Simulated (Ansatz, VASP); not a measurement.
## B: VASP beside Ansatz

File INCAR:

```
SYSTEM = B
PREC     = Accurate       ! precision mode
ENCUT    = 600            ! plane-wave cutoff, eV
EDIFF    = 1E-6           ! SCF threshold, eV
ISMEAR   = 0              ! smearing method
SIGMA    = 0.1            ! smearing width, eV
LREAL    = .False.        ! projectors in reciprocal space
LASPH    = .True.         ! aspherical terms in the spheres
NELM     = 100            ! most SCF steps
ALGO     = Normal         ! electronic algorithm
ISIF     = 3              ! what is computed and relaxed
LWAVE    = .False.        ! write WAVECAR
LCHARG   = .False.        ! write CHGCAR
GGA      = PE             ! functional
IBRION   = 2              ! ionic algorithm
NSW      = 90             ! ionic steps
EDIFFG   = -0.04          ! ionic threshold
```

The input KPOINTS:

```
Automatic mesh
0
Gamma
  8 8 8
  0 0 0
```

POSCAR

```
B
1.0
   -1.7586109700      1.7586109700      1.7586109700
    1.7586109700     -1.7586109700      1.7586109700
    1.7586109700      1.7586109700     -1.7586109700
B
3
Direct
    0.0000000000      0.5000000000      0.5000000000
    0.5000000000      0.0000000000      0.5000000000
    0.5000000000      0.5000000000      0.0000000000
```

Input for Ansatz:

```yaml
crystal:
  lattice:
    - [-1.75861097, 1.75861097, 1.75861097]
    - [1.75861097, -1.75861097, 1.75861097]
    - [1.75861097, 1.75861097, -1.75861097]
  atoms:
    - { symbol: B, position: [0.0, 0.5, 0.5] }
    - { symbol: B, position: [0.5, 0.0, 0.5] }
    - { symbol: B, position: [0.5, 0.5, 0.0] }
basis:
  ecutwfc: 420
kpoints:
  mp_grid: { grid: [8, 8, 8] }
hamiltonian:
  xc: pbe
scf:
  occupations: { method: gaussian, width: 0.1 }
  lower_state_search: "off"
output:
  forces: true
  stress: true
  eigenvalues: true
relax:
  adjacent_minimum: "off"
  f_tol: 0.04
  max_steps: 70
  cell: { stress_tol: 0.4 }
```

Alike in both runs: task relaxation of cell and atoms; functional PBE; k mesh 8 × 8 × 8; occupations gaussian, width 0.1 eV; no spin polarisation.

|  | VASP | Ansatz |
| --- | --- | --- |
| version | VASP 6.6.1 | Ansatz 0.2.0 |
| potentials or method | VASP PAW PBE potentials, release 64 (B), cutoff 600 eV | scalar-relativistic, plane waves, PAW |
| valence electrons in the cell | 9 | 9 |

```csv
,VASP,Ansatz,Ansatz less VASP
"gap on the k mesh at the Fermi level, each at its own relaxed structure (eV)",none,none,-
relaxed volume (Å³/atom),7.57,7.56,-0.008
relaxed cell length with the largest relative difference (Å),3.090,3.089,-0.0011
```

A gap of «none» marks a metal or a gap that the smearing closes.
